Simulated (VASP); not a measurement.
A run of VASP 6.6.1 is set up as follows.

Contents of INCAR:

```
SYSTEM = KF
PREC = Accurate ; ENCUT = 520
EDIFF = 1E-6 ; ISMEAR = 0
SIGMA = 0.02 ; LREAL = .False.
LASPH = .True. ; NELM = 100
ALGO = Normal ; ISIF = 2
LWAVE = .False. ; LCHARG = .False.
GGA = PE ; NBANDS = 24
```

The input KPOINTS:

```
regular mesh
0
Gamma
  6 6 4
  0 0 0
```

File POSCAR:

```
KF
1.0
    2.5883672986      2.5883672986      0.0000000000
   -2.5883672986      2.5883672986      0.0000000000
    0.0000000000      0.0000000000      5.5525313415
K F
2 2
Direct
    0.0000000000      0.0000000000      0.0000000000
    0.5000000000      0.5000000000      0.5000000000
    0.5000000000      0.5000000000      0.0000000000
    0.0000000000      0.0000000000      0.5000000000
```

Potentials or basis: VASP PAW PBE potentials, release 64 (K_sv, F).

Launch:

```console
$ cat potpaw_PBE.64/K_sv/POTCAR potpaw_PBE.64/F/POTCAR > POTCAR
$ mpirun -np 1 vasp_std > vasp.out
```

(1) Estimate the pressure.

(2) What does it give for the band gap on the k mesh?

Answers

(1) 2.9 GPa.

(2) 6.23 eV.

Caveat: the cell differs from its parent crystal (biaxial strain in the a-b plane: -4.5 %, then relaxed in part).
